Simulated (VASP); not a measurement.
TePbS4:

```
Te Pb S
1.0
     0.00000    4.45532    4.45532
     4.45532    0.00000    4.45532
     4.45532    4.45532    0.00000
Te Pb S
1 1 4
Cartesian
  4.4553 4.4553 4.4553
  2.2277 2.2277 2.2277
  8.2439 8.2439 8.2439
  5.1221 5.1221 8.2439
  5.1221 8.2439 5.1221
  8.2439 5.1221 5.1221
```

```yaml
Program: VASP 6.6.1
Task: relaxation of cell and atoms
Functional: PBE
Potentials_or_basis: VASP PAW PBE potentials, release 64 (Te, Pb_d, S)
Cutoff: 500 eV
k_mesh: 3 × 3 × 3
Occupations: gaussian, width 0.15 eV
Spin: no spin polarisation
```

At the start: pressure 17.3 GPa; volume 29.48 Å³/atom.

Q: How do energy, volume and symmetry change on relaxing?

A: Over 21 steps the energy falls by 1419.9 meV/atom and the volume is 21.16 Å³/atom (-28.2 %); space group F-43m (No. 216, to 0.05 Å).

The path:
```
step  energy change (eV)  largest force (eV/Å)  pressure (GPa)  volume (Å³)
   1              0.0000               15.6471           17.29       176.88
   2             -1.2158                0.1422           -7.18       271.47
   3             -1.7886                0.5201           -7.51       261.07
   4             -2.5242                0.9161           -7.84       250.36
   5             -5.9093                0.9846           -7.13       211.49
   6             -6.4928                1.5743           -2.64       193.67
   7             -6.5455                0.3867           -4.63       199.09
   8             -6.5600                0.7066           -4.08       197.39
   9             -6.5596                0.7935           -3.93       196.97
  10             -7.1191                1.0674           -3.37       178.80
  11             -7.9954                2.1549            4.49       131.04
  12             -8.2276                1.4613            4.27       126.84
  13             -8.3629                0.7786            4.62       121.13
  14             -8.3712                0.6725            4.78       119.59
  15             -8.4705                0.4061            2.36       124.05
  16             -8.5070                0.1015           -0.40       130.28
  17             -8.5082                0.1428           -0.02       129.34
  18             -8.5082                0.1518            0.06       129.14
  19             -8.5099                0.1381            0.06       128.92
  20             -8.5140                0.1035            0.07       128.25
  21             -8.5192                0.0661            0.09       126.93
```

Final structure:
```
Te Pb S
1.0
     0.00000    3.98885    3.98885
     3.98885    0.00000    3.98885
     3.98885    3.98885    0.00000
Te Pb S
1 1 4
Cartesian
  3.9888 3.9888 3.9888
  1.9944 1.9944 1.9944
  7.0828 7.0828 7.0828
  4.8838 4.8838 7.0828
  4.8838 7.0828 4.8838
  7.0828 4.8838 4.8838
```

Caveat: the k points lie up to 0.45 Å⁻¹ apart in the final cell; the volume moved by over 15 % at a fixed basis, so the end points are rough; the relaxation stopped at a loose force limit of 0.08 eV/Å, so its end isn't a converged minimum.
